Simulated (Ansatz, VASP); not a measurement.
# One calculation of MgBCl5, two programs

```xyz
7
Lattice="4.6088 0.0000 0.0000 0.0000 4.6088 0.0000 0.0000 0.0000 6.9105" Properties=species:S:1:pos:R:3 pbc="T T T"
Mg    0.0000    0.0000    0.0000
B     2.3044    2.3044    3.4553
Cl    2.3044    0.0000    5.4879
Cl    2.3044    0.0000    1.4227
Cl    0.0000    2.3044    5.4879
Cl    0.0000    2.3044    1.4227
Cl    0.0000    0.0000    3.4553
```

Change from the starting cell: species swapped into the BaYF5 type (P4/mmm, No. 123).

Alike in both runs: functional PBE; k mesh 4 × 4 × 2; occupations gaussian, width 0.1 eV; no spin polarisation.

Ansatz relaxed the structure, and its values are those at the end. VASP's run is a single point on that final structure, the one shown.

|  | VASP | Ansatz |
| --- | --- | --- |
| version | VASP 6.6.1 | Ansatz 0.2.0 |
| potentials or method | VASP PAW PBE potentials, release 64 (Mg, B, Cl), cutoff 520 eV | scalar-relativistic, plane waves, PAW |
| valence electrons in the cell | 40 | 48 |

|  | VASP | Ansatz | Ansatz less VASP |
| --- | --- | --- | --- |
| gap on the k mesh at the Fermi level (eV) | none | none | - |
| pressure (GPa) | -0.1 | 0.1 | +0.16 |
| rms of the force components (eV/Å) | 0.007 | 0.002 | -0.0048 |

A gap of «none» marks a metal or a gap that the smearing closes. The functional is the same, so the differences come from potentials, cutoffs and numerics. VASP's potentials hold 40 valence electrons a cell and Ansatz's 48, so a difference there can come from the potentials and not from the codes.

The k mesh is coarse, so the values compare programs but aren't converged.
